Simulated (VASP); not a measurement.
# Ta5As4 in VASP: further runs, part 2 of 2

VASP 6.6.1.

## 4. Single point, PBE

The input, INCAR:

```
SYSTEM = Ta5As4
PREC = Accurate
ENCUT = 400
EDIFF = 1E-6
ISMEAR = -1
SIGMA = 0.1
LREAL = .False.
LASPH = .True.
NELM = 120
ALGO = Normal
ISIF = 2
LWAVE = .False.
LCHARG = .True.
GGA = PE
LELF = .True.
LVHAR = .True.
NBANDS = 48
GGA_COMPAT = .False.
```

The input, KPOINTS:

```
Automatic mesh
0
Gamma
  3 3 3
  0 0 0
```

The input, POSCAR:

```
Ta5As4
1.0
    6.0101340000     -0.2013870000      0.0891340000
   -0.4661300000      5.9763100000     -1.0541820000
    0.4033930000      0.9049430000      4.5803600000
Ta As
5 4
Direct
    0.4968159174      0.6095902829      0.4547775532
    0.9363380228      0.8351392741      0.2704049981
    0.1896376983      0.2811628313      0.1434989017
    0.4312720574      0.1115048188      0.6389299901
    0.7426109175      0.3864268041      0.0155853033
    0.5649627372      0.9780801327      0.1340770336
    0.2834701524      0.6920478437      0.9544753145
    0.0544586930      0.5047575052      0.5860081206
    0.9738484408      0.0692051410      0.7202553526
```

Potentials or basis: VASP PAW PBE potentials, release 64 (Ta_pv, As).

Launch:

```sh
> cat potpaw_PBE.64/Ta_pv/POTCAR potpaw_PBE.64/As/POTCAR > POTCAR
> mpirun -np 1 vasp_std > vasp.out
```

OUTCAR:

```text
SYSTEM = Ta5As4
   PREC = Accurate
   ENCUT = 400
   EDIFF = 1E-6
   ISMEAR = -1
   LREAL = .False.
   LASPH = .True.
   NELM = 120
   ISIF = 2
   GGA = PE

 ion  position               nearest neighbor table
   1  0.497  0.610  0.455-   7 2.64   6 2.65   8 2.68   7 2.84   5 2.87   2 2.89   3 3.05   4 3.11
                             4 3.24   5 3.47
   2  0.936  0.835  0.270-   9 2.57   6 2.62   7 2.68   8 2.68   1 2.89   9 2.91   3 2.98   5 3.14

   3  0.190  0.281  0.143-   8 2.61   7 2.62   9 2.73   4 2.92   5 2.95   2 2.98   1 3.05   6 3.07
                             4 3.08   9 3.09   8 3.14   5 3.31
   4  0.431  0.112  0.639-   6 2.60   6 2.67   9 2.72   3 2.92   7 2.94   5 3.07   3 3.08   1 3.11
                             1 3.24   5 3.60
   5  0.743  0.386  0.016-   6 2.62   8 2.65   9 2.81   1 2.87   3 2.95   4 3.07   2 3.14   3 3.31
                             1 3.47   4 3.60
   6  0.565  0.978  0.134-   7 2.50   4 2.60   2 2.62   5 2.62   1 2.65   4 2.67   3 3.07
   7  0.283  0.692  0.954-   6 2.50   8 2.52   3 2.62   1 2.64   2 2.68   1 2.84   4 2.94
   8  0.054  0.505  0.586-   7 2.52   3 2.61   5 2.65   1 2.68   2 2.68   9 2.70   3 3.14
   9  0.974  0.069  0.720-   2 2.57   8 2.70   4 2.72   3 2.73   5 2.81   2 2.91   3 3.09

  LATTYP: Found a triclinic cell.
 ALAT       =     7.2684676303
 B/A-ratio  =     0.6447429638
 C/A-ratio  =     0.8373771522
 COS(alpha) =     0.0137311939
 COS(beta)  =     0.1015089814
 COS(gamma) =     0.5669303079

  Lattice vectors:

 A1 = (  -5.6067410000,   1.1063300000,   4.4912260000)
 A2 = (   0.4033930000,   0.9049430000,   4.5803600000)
 A3 = (  -0.4661300000,   5.9763100000,  -1.0541820000)

Analysis of symmetry for initial positions (statically):
=====================================================================
 Subroutine PRICEL returns:
 Original cell was already a primitive cell.

 Routine SETGRP: Setting up the symmetry group for a
 triclinic supercell.

 Subroutine GETGRP returns: Found  1 space group operations
[... 145 lines left out ...]
   GGA     = PE    functional components
   LHFCALC =     F    Hartree Fock is set to
   AEXX    =    0.0000 exact exchange contribution
   IVDW    =     0    specifies the selected vdW correction
   LEPSILON=     F    determine dielectric tensor
   LRPA    =     F    only Hartree local field effects (RPA)
 non-spin polarized calculation
  energy-cutoff  :      400.00
  volume of cell :      169.66
 maximum number of plane-waves:      3093
   NGX = 19   NGY = 19   NGZ = 15

 number of electron      75.0000008 magnetization

 Free energy of the ion-electron system (eV)
  ---------------------------------------------------
  ext. energy  EPLUGINS =         0.00000000
  ---------------------------------------------------
  free energy    TOTEN  =       -75.02366679 eV

  energy without entropy =      -74.80159418  energy(sigma->0) =      -74.91263048

 E-fermi :   6.2357     XC(G=0): -11.5948

 val. band max:        6.2209939905   @ k =  -0.3333  -0.3333   0.3333
 cond. band min:       6.2656551451   @ k =   0.3333  -0.0000  -0.0000
 fundamental gap:      0.0446611546
 Fermi energy:         6.2356649950

 k-point     1 :       0.0000    0.0000    0.0000
  band No.  band energies     occupation
      1     -28.6593      2.00000
      2     -28.6372      2.00000
      3     -28.6234      2.00000
      4     -28.6093      2.00000
      5     -28.5613      2.00000
      6     -28.5437      2.00000
[... 703 lines left out ...]
     47       8.6078      0.00000
     48       8.8029      0.00000

------------------------ aborting loop because EDIFF is reached ----------------------------------------

  FORCE on cell =-STRESS in cart. coord.  units (eV):
  Direction    XX          YY          ZZ          XY          YZ          ZX
  --------------------------------------------------------------------------------------
  -------------------------------------------------------------------------------------
  Total       -2.2509158      3.6149897     -0.8184109      4.1983330      3.5767109      0.4130245
  in kB      -21.2569313     34.1388109     -7.7288115     39.6477184     33.7773179      3.9004716
  external PRESSURE =       1.7176894 kB  Pullay stress =       0.0000000 kB

 VOLUME and BASIS-vectors are now :
 -----------------------------------------------------------------------------
  energy-cutoff  :      400.00
  volume of cell :      169.66
      direct lattice vectors                 reciprocal lattice vectors
     6.010134000 -0.201387000  0.089134000     0.166970950  0.010078002 -0.016696270
    -0.466130000  5.976310000 -1.054182000     0.005912470  0.162049200 -0.032536818
     0.403393000  0.904943000  4.580360000    -0.001888491  0.037099935  0.211159926

 POSITION                                       TOTAL-FORCE (eV/Angst)
 -----------------------------------------------------------------------------------
      2.88524      3.95460      1.48471        -0.025450     -0.489752      0.472962
      5.34731      5.04719      0.44162         0.305017      0.231227      0.008798
      1.06658      1.77198      0.37778         0.966496     -0.561248     -0.108481
      2.79777      1.15773      2.84742         0.254877      0.027219     -0.573996
      4.28935      2.17396     -0.26979        -0.314566     -0.456251      0.238317
      2.99368      5.85287     -0.36660         0.006649      1.100274      0.580265
      1.76614      4.94255      3.66756         0.531523      0.710075      0.112864
      0.32841      3.53592      2.15688        -1.869036     -0.260942     -0.928175
      6.11125      0.86926      3.31288         0.144490     -0.300603      0.197447
 -----------------------------------------------------------------------------------
    total drift:                               -0.000022     -0.000212     -0.000071

  FREE ENERGIE OF THE ION-ELECTRON SYSTEM (eV)
  ---------------------------------------------------
  free  energy   TOTEN  =       -75.0236667875 eV

  energy  without entropy=      -74.8015941768  energy(sigma->0) =      -74.91263048
```

stdout:

```text
POSCAR found type information on POSCAR TaAs
 POSCAR found :  2 types and       9 ions
 scaLAPACK will be used
 LDA part: xc-table for (Slater+PW92), standard interpolation
 POSCAR, INCAR and KPOINTS ok, starting setup
 FFT: planning ... GRIDC
 FFT: planning ... GRID_SOFT
 FFT: planning ... GRID
 WAVECAR not read
 entering main loop
```

It took 2.8 min on 1 thread of Intel Xeon 8259CL, shared host; peak memory 0.24 GiB.

Results:

* Free energy: -75.0237 eV
* Pressure: 0.2 GPa
* Largest force: 2.103 eV/Å
* Band gap on the k mesh: zero (an odd number of electrons rules out a gap without spin polarisation)

Forces on the atoms (eV/Å):
```
Ta  -0.025 -0.490  0.473
Ta   0.305  0.231  0.009
Ta   0.966 -0.561 -0.108
Ta   0.255  0.027 -0.574
Ta  -0.315 -0.456  0.238
As   0.007  1.100  0.580
As   0.532  0.710  0.113
As  -1.869 -0.261 -0.928
As   0.144 -0.301  0.197
```

Caveat: the k points lie up to 0.45 Å⁻¹ apart, too coarse for converged energies and pressures of a metal; spin-orbit coupling is left out, which moves the levels of the heavy elements.

## 5. Summary

| cell | gap on the mesh (eV) | pressure (GPa) | largest force (eV/Å) |
| --- | --- | --- | --- |
| as given, atomic positions A | none | 0.7 | 2.64 |
| as given, atomic positions B | none | 0.4 | 2.37 |
| as given, atomic positions C | none | 0.2 | 2.10 |

Alike in all rows: task single point; level PBE; potentials or basis VASP PAW PBE potentials, release 64 (Ta_pv, As); no spin polarisation; k mesh 3 × 3 × 3; cutoff (eV) 400; smearing fermi-dirac 0.1 eV.

Caveats: all runs use coarse meshes; spin-orbit coupling is left out, which moves the levels of the heavy elements.

Total energies depend on the potentials used, so only differences within one code and one set of settings carry meaning.

The gap in the log of VASP goes by the Fermi energy; the results here count the filled bands.